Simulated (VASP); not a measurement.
**Pt: relaxation of the atoms with LDA**

System: Pt, a slab with vacuum.

```xyz
4
Lattice="2.7534 0.0000 0.0000 0.0000 2.7534 0.0000 0.0000 0.0000 18.8408" Properties=species:S:1:pos:R:3 pbc="T T T"
Pt    0.6883    0.6883    6.5000
Pt    2.0650    2.0650    8.4469
Pt    0.6883    0.6883   10.3939
Pt    2.0650    2.0650   12.3408
```

```yaml
Program: VASP 6.6.1
Task: relaxation of the atoms
Functional: LDA
Potentials_or_basis: VASP PAW LDA potentials, release 64 (Pt)
Cutoff: 450 eV
k_mesh: 15 × 15 × 1
Occupations: fermi-dirac, width 0.05 eV
Spin: no spin polarisation
Dipole_correction: yes
Further_INCAR_settings: ALGO = Normal; EDIFF = 1e-07; NELMDL = -8; IBRION = 2; EDIFFG = -0.01; NSW = 60
```

```yaml
Energy_gained_by_relaxing: 6.5 meV/atom
Ionic_steps: 6
Largest_force_after_relaxing: 0.008 eV/Å
Band_gap_on_the_k_mesh: zero (bands 20 and 21 overlap by 1.56 eV)
```

Forces in eV/Å, atoms in the order of the input:
```
Pt   0.000  0.000 -0.006
Pt   0.000  0.000  0.008
Pt   0.000  0.000 -0.008
Pt   0.000  0.000  0.006
```

The path:
| step | energy change (eV) | largest force (eV/Å) | pressure (GPa) |
| --- | --- | --- | --- |
| 1 | 0.0000 | 0.4338 | -4.47 |
| 2 | -0.0144 | 0.1956 | -3.84 |
| 3 | -0.0150 | 0.2394 | -3.67 |
| 4 | -0.0213 | 0.1623 | -3.25 |
| 5 | -0.0259 | 0.0239 | -2.54 |
| 6 | -0.0259 | 0.0082 | -2.46 |

Final structure:
```cif
data_structure
_symmetry_space_group_name_H-M 'P 1'
_symmetry_Int_Tables_number 1
_cell_length_a 2.7534
_cell_length_b 2.7534
_cell_length_c 18.8408
_cell_angle_alpha 90.000
_cell_angle_beta 90.000
_cell_angle_gamma 90.000
_cell_volume 142.84
loop_
_atom_site_label
_atom_site_type_symbol
_atom_site_fract_x
_atom_site_fract_y
_atom_site_fract_z
_atom_site_occupancy
Pt1 Pt 0.25000 0.25000 0.34837 1
Pt2 Pt 0.75000 0.75000 0.44882 1
Pt3 Pt 0.25000 0.25000 0.55118 1
Pt4 Pt 0.75000 0.75000 0.65163 1
```

Levels at points of the mesh, in eV from the Fermi level:
```csv
k point,band 17,band 18,band 19,band 20,band 21,band 22,band 23,band 24
"(0.00, 0.00, 0.00)",-0.93,-0.78,-0.78,-0.10,0.14,0.27,0.27,0.27
```

Wall time 5.1 min on 1 thread of Intel(R) Xeon(R) Platinum 8488C (Sapphire Rapids), with other jobs on the host, peak memory 0.23 GiB.

Caveat: spin-orbit coupling is left out, which moves the levels of the heavy elements.
